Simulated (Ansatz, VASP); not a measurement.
# SiNi3: VASP beside Ansatz

The input INCAR:

```
PREC = Accurate ; ENCUT = 520
EDIFF = 1E-6 ; ISMEAR = -1
SIGMA = 0.05 ; LREAL = F
LASPH = T ; NELM = 150
ALGO = Normal ; ISIF = 2
LWAVE = F ; LCHARG = F
ISPIN = 2 ; MAGMOM = 1 1 1 0
LORBIT = 11 ; LMAXMIX = 4
GGA = PS ; NBANDS = 29
```

KPOINTS

```
Automatic mesh
0
Gamma
  12 12 12
```

POSCAR

```
SiNi3
1.0
    1.3013659950      0.7513440075      7.7127324610
   -1.3013659950      0.7513440075      7.7127324610
    0.0000000000     -1.5026880150      7.7127324610
Ni Si
3 1
Direct
    0.2547330000      0.2547330000      0.2547330000
    0.5000000000      0.5000000000      0.5000000000
    0.7452670000      0.7452670000      0.7452670000
    0.0000000000      0.0000000000      0.0000000000
```

input.yaml

```yaml
crystal:
  lattice:
    - [1.301365995, 0.7513440075, 7.712732461]
    - [-1.301365995, 0.7513440075, 7.712732461]
    - [0.0, -1.502688015, 7.712732461]
  atoms:
    - { symbol: Ni, position: [0.254733, 0.254733, 0.254733], spin: 1.0 }
    - { symbol: Ni, position: [0.5, 0.5, 0.5], spin: 1.0 }
    - { symbol: Ni, position: [0.745267, 0.745267, 0.745267], spin: 1.0 }
    - { symbol: Si, position: [0.0, 0.0, 0.0] }
hamiltonian:
  xc: pbesol
  pseudopotentials: { kind: paw }
magnetization:
  spin_polarized: true
kpoints:
  mp_grid: { grid: [12, 12, 12] }
scf:
  occupations: { method: fermi_dirac, width: 0.05 }
output:
  forces: true
  stress: true
  eigenvalues: true
```

Alike in both runs: task single point; functional PBEsol; k mesh 12 × 12 × 12; occupations fermi-dirac, width 0.05 eV; collinear spin.

|  | VASP | Ansatz |
| --- | --- | --- |
| version | VASP 6.6.1 | Ansatz 0.2.0 |
| potentials or method | VASP PAW PBE potentials, release 64 (Ni, Si) | Ansatz PAW |
| plane-wave cutoff (eV) | 520 | 420 |
| valence electrons in the cell | 34 | 58 |

|  | VASP | Ansatz | Ansatz less VASP |
| --- | --- | --- | --- |
| gap on the k mesh at the Fermi level (eV) | none | none | - |
| pressure (GPa) | -9.3 | -9.7 | -0.37 |
| traceless stress, the component that is largest in VASP (GPa) | -1.26 | -1.30 | -0.036 |
| rms of the force components (eV/Å) | 0.035 | 0.047 | +0.0123 |
| net moment per atom (μB) | 0.12 | 0.13 | +0.012 |
| size of the moment on the site where the two differ most (μB) | 0.36 | 0.40 | +0.041 |

VASP's potentials were made for PBE, not for PBEsol. Site moments also hang on the region over which each program counts them. Atom by atom the forces differ by 0.012 eV/Å (rms over components). A gap of «none» marks a metal or a gap that the smearing closes. VASP's potentials hold 34 valence electrons a cell and Ansatz's 58, so a difference there can come from the potentials and not from the codes.
